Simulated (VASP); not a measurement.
# Sr (Im-3m) in VASP: further runs

Sr is run at these levels: PBEsol; tasks: single point.

All numbers are computed with VASP 6.6.1; they aren't measurements. Logs are shortened: lines on timing, memory, paths and dates and some standing lists are left out, and cuts for length are marked.

**1. The cell of the first run**

Symmetry: Im-3m, No. 229, cubic system. The conventional cell has a = 4.487 Å, b = 4.487 Å, c = 4.487 Å, α = 90.00°, β = 90.00°, γ = 90.00°. Within 5.1 Å of Sr (site symmetry m-3m) lie 14 Sr at 3.89 to 4.49 Å.

This isn't the form of Sr at room conditions, which is fcc.

**2. Single point, PBEsol (45.17 Å³/atom)**

The input, INCAR:

```
SYSTEM = Sr
PREC = Accurate ; ENCUT = 520
EDIFF = 1E-6 ; ISMEAR = -1
SIGMA = 0.1 ; LREAL = .False.
LASPH = .True. ; NELM = 100
ALGO = Normal ; ISIF = 2
LWAVE = .False. ; LCHARG = .False.
GGA = PS ; NBANDS = 11
```

The input, KPOINTS:

```
regular mesh
0
Gamma
  11 11 11
  0 0 0
```

The input, POSCAR:

```
Sr
1.0
   -2.2435065091      2.2435065091      2.2435065091
    2.2435065091     -2.2435065091      2.2435065091
    2.2435065091      2.2435065091     -2.2435065091
Sr
1
Direct
    0.0000000000      0.0000000000      0.0000000000
```

Potentials or basis: VASP PAW PBE potentials, release 64 (Sr_sv).

On the command line:

```console
cat potpaw_PBE.64/Sr_sv/POTCAR > POTCAR
mpirun -np 1 vasp_std > vasp.out
```

OUTCAR:

```text
SYSTEM = Sr
   PREC = Accurate
   ENCUT = 520
   EDIFF = 1E-6
   ISMEAR = -1
   LREAL = .False.
   LASPH = .True.
   NELM = 100
   ISIF = 2
   GGA = PS

 ion  position               nearest neighbor table
   1  0.000  0.000  0.000-

  LATTYP: Found a body centered cubic cell.
 ALAT       =     4.4870130182

  Lattice vectors:

 A1 = (  -2.2435065091,   2.2435065091,   2.2435065091)
 A2 = (   2.2435065091,  -2.2435065091,   2.2435065091)
 A3 = (   2.2435065091,   2.2435065091,  -2.2435065091)

Analysis of symmetry for initial positions (statically):
=====================================================================
 Subroutine PRICEL returns:
 Original cell was already a primitive cell.

 Routine SETGRP: Setting up the symmetry group for a
 body centered cubic supercell.

 Subroutine GETGRP returns: Found 48 space group operations
 (whereof 48 operations were pure point group operations)
 out of a pool of 48 trial point group operations.

The static configuration has the point symmetry O_h .

Analysis of symmetry for dynamics (positions and initial velocities):
=====================================================================
 Subroutine PRICEL returns:
 Original cell was already a primitive cell.

 Routine SETGRP: Setting up the symmetry group for a
 body centered cubic supercell.

 Subroutine GETGRP returns: Found 48 space group operations
 (whereof 48 operations were pure point group operations)
 out of a pool of 48 trial point group operations.

The dynamic configuration has the point symmetry O_h .

 Subroutine INISYM returns: Found 48 space group operations
 (whereof 48 operations are pure point group operations),
 and found     1 'primitive' translations

----------------------------------------------------------------------------------------

                                     Primitive cell

  volume of cell :      45.1692

  direct lattice vectors                    reciprocal lattice vectors
    -2.243506509  2.243506509  2.243506509     0.000000000  0.222865411  0.222865411
     2.243506509 -2.243506509  2.243506509     0.222865411  0.000000000  0.222865411
     2.243506509  2.243506509 -2.243506509     0.222865411  0.222865411  0.000000000

  length of vectors
     3.885867261  3.885867261  3.885867261     0.315179287  0.315179287  0.315179287

  position of ions in fractional coordinates (direct lattice)
     0.000000000  0.000000000  0.000000000

  ion indices of the primitive-cell ions
   primitive index   ion index
                 1           1

----------------------------------------------------------------------------------------

 KPOINTS: regular mesh

Automatic generation of k-mesh.
 Grid dimensions read from file:
 generate k-points for:   11   11   11

 Generating k-lattice:

  Cartesian coordinates                     Fractional coordinates (reciprocal lattice)
     0.000000000  0.020260492  0.020260492     0.090909091  0.000000000  0.000000000
     0.020260492  0.000000000  0.020260492     0.000000000  0.090909091  0.000000000
     0.020260492  0.020260492  0.000000000     0.000000000  0.000000000  0.090909091

  Length of vectors
     0.028652662  0.028652662  0.028652662

  Shift w.r.t. Gamma in fractional coordinates (k-lattice)
     0.000000000  0.000000000  0.000000000

 Subroutine IBZKPT returns following result:
 ===========================================

 Found     56 irreducible k-points:

 Following reciprocal coordinates:
            Coordinates               Weight
  0.000000  0.000000  0.000000      1.000000
  0.090909  0.000000  0.000000     12.000000
  0.181818  0.000000  0.000000     12.000000
  0.272727  0.000000  0.000000     12.000000
  0.363636  0.000000  0.000000     12.000000
  0.454545  0.000000  0.000000     12.000000
[... 16 lines left out ...]
  0.272727  0.181818  0.090909     48.000000
  0.363636  0.181818  0.090909     24.000000
 [... further k-points ...]
   k-points           NKPTS =     56   k-points in BZ     NKDIM =     56   number of bands    NBANDS=     11
   number of dos      NEDOS =    301   number of ions     NIONS =      1
   total plane-waves  NPLWV =  27000
   dimension x,y,z NGX =    30 NGY =   30 NGZ =   30
   dimension x,y,z NGXF=    60 NGYF=   60 NGZF=   60
   ions per type =               1
   NGX,Y,Z   is equivalent  to a cutoff of  12.83, 12.83, 12.83 a.u.
   NGXF,Y,Z  is equivalent  to a cutoff of  25.67, 25.67, 25.67 a.u.
 SYSTEM =  Sr
   PREC   = accura    normal or accurate (medium, high low for compatibility)
   ISTART =      0    job   : 0-new  1-cont  2-samecut
   ICHARG =      2    charge: 1-file 2-atom 10-const
   ISPIN  =      1    spin polarized calculation?
   LNONCOLLINEAR =      F non collinear calculations
   LSORBIT =      F    spin-orbit coupling
   LASPH  =      T    aspherical Exc in radial PAW
   ENCUT  =  520.0 eV  38.22 Ry    6.18 a.u.   7.23  7.23  7.23*2*pi/ulx,y,z
   NELM   =    100;   NELMIN=  2; NELMDL= -5     # of ELM steps
   EDIFF  = 0.1E-05   stopping-criterion for ELM
   LREAL  =      F    real-space projection
   EDIFFG = 0.1E-04   stopping-criterion for IOM
   NSW    =      0    number of steps for IOM
   IBRION =     -1    ionic relax: 0-MD 1-quasi-New 2-CG
   NFREE  =      0    steps in history (QN), initial steepest desc. (CG)
   ISIF   =      2    stress and relaxation
   ISYM   =      2    0-nonsym 1-usesym 2-fastsym
   POTIM  = 0.5000    time-step for ionic-motion
   TEBEG  =    0.0;   TEEND  =   0.0 temperature during run
   PSTRESS=    0.0 pullay stress
   NELECT =      10.0000    total number of electrons
   NUPDOWN=      -1.0000    fix difference up-down
   EMIN   =  10.00;   EMAX   =-10.00  energy-range for DOS
   EFERMI =   0.00;   METHOD = LEGACY
   ISMEAR =    -1;   SIGMA  =   0.10  broadening in eV -4-tet -1-fermi 0-gaus
   EFERMI_NEDOS =   21; number of points for ismear=-14 and -15
   IALGO  =     38    algorithm
   IMIX   =      4    mixing-type and parameters
     AMIX     =   0.40;   BMIX     =  1.00
     AMIX_MAG =   1.60;   BMIX_MAG =  1.00
  volume/ion in A,a.u.               =      45.17       304.82
  Fermi-wavevector in a.u.,A,eV,Ry     =   0.990362  1.871514 13.344836  0.980818
  Thomas-Fermi vector in A             =   2.122027
   LORBIT       =      0    0 simple, 1 ext, 2 COOP (PROOUT), +10 PAW based schemes
   GGA     = PS    functional components
   LHFCALC =     F    Hartree Fock is set to
   AEXX    =    0.0000 exact exchange contribution
   IVDW    =     0    specifies the selected vdW correction
   LEPSILON=     F    determine dielectric tensor
   LRPA    =     F    only Hartree local field effects (RPA)
 non-spin polarized calculation
  energy-cutoff  :      520.00
  volume of cell :       45.17
 maximum number of plane-waves:      1240
 NGX is ok and might be reduce to    30
   NGX = 15   NGY = 15   NGZ = 15

 number of electron      10.0000000 magnetization

 Free energy of the ion-electron system (eV)
  ---------------------------------------------------
  ext. energy  EPLUGINS =         0.00000000
  ---------------------------------------------------
  free energy    TOTEN  =        -1.82123796 eV

  energy without entropy =       -1.78647869  energy(sigma->0) =       -1.80385832

 E-fermi :   2.1460     XC(G=0):  -8.0679

 val. band max:        2.1446304337   @ k =   0.2727   0.2727   0.0909
 cond. band min:       2.2606836991   @ k =  -0.4545   0.4545   0.2727
 fundamental gap:      0.1160532655
 Fermi energy:         2.1460091211

 k-point     1 :       0.0000    0.0000    0.0000
  band No.  band energies     occupation
      1     -33.9565      2.00000
      2     -15.7979      2.00000
      3     -15.7979      2.00000
      4     -15.7979      2.00000
      5      -1.7330      2.00000
      6       4.7956      0.00000
      7       4.7956      0.00000
      8       4.7956      0.00000
      9       6.3936      0.00000
     10       6.3936      0.00000
     11      11.0571      0.00000

 k-point     2 :       0.0909    0.0000    0.0000
  band No.  band energies     occupation
      1     -33.9534      2.00000
      2     -15.8310      2.00000
      3     -15.8081      2.00000
      4     -15.7981      2.00000
      5      -1.5610      2.00000
      6       4.6404      0.00000
      7       4.6867      0.00000
      8       4.9676      0.00000
      9       6.1653      0.00000
     10       6.3812      0.00000
     11      11.2500      0.00000

 k-point     3 :       0.1818    0.0000    0.0000
  band No.  band energies     occupation
      1     -33.9453      2.00000
      2     -15.9182      2.00000
      3     -15.8354      2.00000
      4     -15.7985      2.00000
      5      -1.0728      2.00000
      6       4.2280      0.00000
      7       4.2780      0.00000
      8       5.4743      0.00000
      9       6.0116      0.00000
     10       6.3884      0.00000
     11      11.4884      0.00000

 k-point     4 :       0.2727    0.0000    0.0000
  band No.  band energies     occupation
      1     -33.9347      2.00000
      2     -16.0290      2.00000
      3     -15.8707      2.00000
      4     -15.7992      2.00000
      5      -0.3551      2.00000
      6       3.5815      0.00000
      7       3.8845      0.00000
      8       6.1606      0.00000
      9       6.2855      0.00000
     10       6.4930      0.00000
     11      10.8754      0.00000
[... 239 lines left out ...]
 k-point    22 :       0.1818    0.1818    0.0909
  band No.  band energies     occupation
      1     -33.9242      2.00000
      2     -16.1026      2.00000
      3     -15.8964      2.00000
      4     -15.8490      2.00000
      5       0.6865      2.00000
      6       3.0409      0.00026
      7       3.2246      0.00004
      8       6.5183      0.00000
      9       6.8565      0.00000
     10       7.5632      0.00000
     11       9.7302      0.00000

 k-point    23 :       0.2727    0.1818    0.0909
  band No.  band energies     occupation
      1     -33.9186      2.00000
      2     -16.1209      2.00000
      3     -15.9484      2.00000
      4     -15.8583      2.00000
      5       1.4502      1.99810
      6       2.7501      0.00475
      7       3.0296      0.00029
      8       6.6400      0.00000
      9       6.9809      0.00000
     10       7.8655      0.00000
     11       9.0419      0.00000

 k-point    24 :       0.3636    0.1818    0.0909
  band No.  band energies     occupation
      1     -33.9164      2.00000
      2     -16.1217      2.00000
      3     -15.9748      2.00000
      4     -15.8609      2.00000
      5       1.8262      1.92149
      6       2.6420      0.01393
      7       2.9490      0.00065
      8       6.5723      0.00000
      9       7.0745      0.00000
     10       7.6600      0.00000
     11       9.2049      0.00000

 [... further k-points ...]

------------------------ aborting loop because EDIFF is reached ----------------------------------------

  FORCE on cell =-STRESS in cart. coord.  units (eV):
  Direction    XX          YY          ZZ          XY          YZ          ZX
  --------------------------------------------------------------------------------------
  -------------------------------------------------------------------------------------
  Total        0.5458381      0.5458381      0.5458381     -0.0000000     -0.0000000      0.0000000
  in kB       19.3612064     19.3612064     19.3612064     -0.0000000     -0.0000000      0.0000000
  external PRESSURE =      19.3612064 kB  Pullay stress =       0.0000000 kB

 VOLUME and BASIS-vectors are now :
 -----------------------------------------------------------------------------
  energy-cutoff  :      520.00
  volume of cell :       45.17
      direct lattice vectors                 reciprocal lattice vectors
    -2.243506509  2.243506509  2.243506509     0.000000000  0.222865411  0.222865411
     2.243506509 -2.243506509  2.243506509     0.222865411  0.000000000  0.222865411
     2.243506509  2.243506509 -2.243506509     0.222865411  0.222865411  0.000000000

 POSITION                                       TOTAL-FORCE (eV/Angst)
 -----------------------------------------------------------------------------------
      0.00000      0.00000      0.00000        -0.000000      0.000000     -0.000000
 -----------------------------------------------------------------------------------
    total drift:                               -0.000000     -0.000000      0.000000

  FREE ENERGIE OF THE ION-ELECTRON SYSTEM (eV)
  ---------------------------------------------------
  free  energy   TOTEN  =        -1.8212379584 eV

  energy  without entropy=       -1.7864786853  energy(sigma->0) =       -1.80385832
```

Wall time 25 s (1 thread of AMD EPYC 7R43 (Zen 3), shared host); peak memory 0.14 GiB.

Results:

```yaml
Free_energy: -1.8212 eV
Pressure: 1.9 GPa
Band_gap_on_the_k_mesh: zero (bands 5 and 6 overlap by 0.75 eV)
```

Levels at points of the mesh, in eV from the Fermi level:
| k point | band 3 | band 4 | band 5 | band 6 | band 7 | band 8 |
| --- | --- | --- | --- | --- | --- | --- |
| (0.00, 0.00, 0.00) | -17.94 | -17.94 | -3.88 | 2.65 | 2.65 | 2.65 |

Caveat: the PAW data sets were made with another functional, which shifts forces and pressure a little.

**3. Single point, PBEsol (47.22 Å³/atom)**

This run uses another cell than the first one, of 47.22 Å³/atom.

The input, INCAR:

```
ALGO = Normal ; EDIFF = 1E-6
ENCUT = 520 ; GGA = PS
ISIF = 2 ; ISMEAR = -1
LASPH = True ; LCHARG = True
LELF = True ; LREAL = False
LVHAR = True ; LWAVE = False
NBANDS = 11 ; NELM = 80
PREC = Accurate ; SIGMA = 0.1
```

The input, KPOINTS:

```
k-points
0
Gamma
  11 11 11
```

The input, POSCAR:

```
Sr
1.0
   -2.2769966183      2.2769966183      2.2769966183
    2.2769966183     -2.2769966183      2.2769966183
    2.2769966183      2.2769966183     -2.2769966183
Sr
1
Direct
    0.0000000000      0.0000000000      0.0000000000
```

Potentials or basis: VASP PAW PBE potentials, release 64 (Sr_sv).

On the command line:

```console
cat potpaw_PBE.64/Sr_sv/POTCAR > POTCAR
mpirun -np 1 vasp_std > vasp.out
```

It took 26 s on 1 thread of AMD EPYC 7R43 (Zen 3), shared host; peak memory 0.15 GiB.

The run converged. Its results:

| Item | Value |
| --- | --- |
| Free energy | -1.8411 eV |
| Pressure | 1.2 GPa |
| Band gap on the k mesh | zero (bands 5 and 6 overlap by 0.67 eV) |

Levels at points of the mesh, in eV from the Fermi level:
```tsv
k point	band 1	band 2	band 3	band 4	band 5	band 6	band 7	band 8	band 9	band 10
(0.00, 0.00, 0.00)	-36.19	-18.05	-18.05	-18.05	-3.83	2.59	2.59	2.59	4.12	4.12
```

Caveat: the PAW data sets were made with another functional, which shifts forces and pressure a little.

**4. Single point, PBEsol (49.28 Å³/atom)**

This run uses another cell than the first one, of 49.28 Å³/atom.

The input, INCAR:

```
SYSTEM = Sr
ALGO = Normal ; EDIFF = 1E-6
ENCUT = 520 ; GGA = PS
ISIF = 2 ; ISMEAR = -1
LASPH = .True. ; LCHARG = .False.
LREAL = .False. ; LWAVE = .False.
NBANDS = 11 ; NELM = 100
PREC = Accurate ; SIGMA = 0.1
```

The input, KPOINTS:

```
k-points
0
Gamma
  11 11 11
  0 0 0
```

The input, POSCAR:

```
Sr
1.0
   -2.3095295368      2.3095295368      2.3095295368
    2.3095295368     -2.3095295368      2.3095295368
    2.3095295368      2.3095295368     -2.3095295368
Sr
1
Direct
    0.0000000000      0.0000000000      0.0000000000
```

On the command line:

```console
cat potpaw_PBE.64/Sr_sv/POTCAR > POTCAR
mpirun -np 1 vasp_std > vasp.out
```

Run time: 26 s. Hardware: 1 thread of AMD EPYC 7R43 (Zen 3), shared host; peak memory 0.15 GiB.

It converged, with:

```yaml
Free_energy: -1.8522 eV
Pressure: 0.5 GPa
Band_gap_on_the_k_mesh: zero (bands 5 and 6 overlap by 0.58 eV)
```

Levels at points of the mesh, in eV from the Fermi level:
```
           k point  band 1  band 2  band 3  band 4  band 5  band 6  band 7  band 8  band 9  band 10
(0.00, 0.00, 0.00)  -36.28  -18.16  -18.16  -18.16   -3.78    2.53    2.53    2.53    4.01     4.01
```

Caveat: the PAW data sets were made with another functional, which shifts forces and pressure a little.

**5. Single point, PBEsol (51.33 Å³/atom)**

This run uses another cell than the first one, of 51.33 Å³/atom.

The input, INCAR:

```
SYSTEM = Sr
  PREC = Accurate
  ENCUT = 520
  EDIFF = 1E-7
  ISMEAR = -1
  SIGMA = 0.1
  LREAL = .FALSE.
  LASPH = .TRUE.
  NELM = 60
  ALGO = Normal
  ISIF = 2
  LWAVE = .FALSE.
  LCHARG = .FALSE.
  GGA = PS
  NBANDS = 11
```

The input, KPOINTS:

```
Automatic mesh
0
G
  11 11 11
  0 0 0
```

The input, POSCAR:

```
Sr
1.0
   -2.3411708596      2.3411708596      2.3411708596
    2.3411708596     -2.3411708596      2.3411708596
    2.3411708596      2.3411708596     -2.3411708596
Sr
1
Direct
    0.0000000000      0.0000000000      0.0000000000
```

On the command line:

```console
cat potpaw_PBE.64/Sr_sv/POTCAR > POTCAR
mpirun -np 1 vasp_std > vasp.out
```

Wall time 31 s (1 thread of AMD EPYC 7R43 (Zen 3), shared host); peak memory 0.15 GiB.

It converged, with:

- Free energy: -1.8558 eV
- Pressure: 0.0 GPa
- Band gap on the k mesh: zero (bands 5 and 6 overlap by 0.50 eV)

Levels at points of the mesh, in eV from the Fermi level:
| k point | band 1 | band 2 | band 3 | band 4 | band 5 | band 6 | band 7 | band 8 | band 9 | band 10 |
| --- | --- | --- | --- | --- | --- | --- | --- | --- | --- | --- |
| (0.00, 0.00, 0.00) | -36.37 | -18.25 | -18.25 | -18.25 | -3.73 | 2.47 | 2.47 | 2.47 | 3.90 | 3.90 |

Caveat: the PAW data sets were made with another functional, which shifts forces and pressure a little.

**6. Overview**

| cell | gap on the mesh (eV) | pressure (GPa) |
| --- | --- | --- |
| a = 3.886 Å, angles 109.5°, 1 atom | none | 1.9 |
| a = 3.944 Å, angles 109.5°, 1 atom | none | 1.2 |
| a = 4.000 Å, angles 109.5°, 1 atom | none | 0.5 |
| a = 4.055 Å, angles 109.5°, 1 atom | none | 0.0 |

Alike in all rows: task single point; level PBEsol; potentials or basis VASP PAW PBE potentials, release 64 (Sr_sv); no spin polarisation; k mesh 11 × 11 × 11; cutoff (eV) 520; smearing fermi-dirac 0.1 eV.

Caveats: the PAW data sets were made with another functional, which shifts forces and pressure a little.

Total energies depend on the potentials used, so only differences within one code and one set of settings carry meaning.
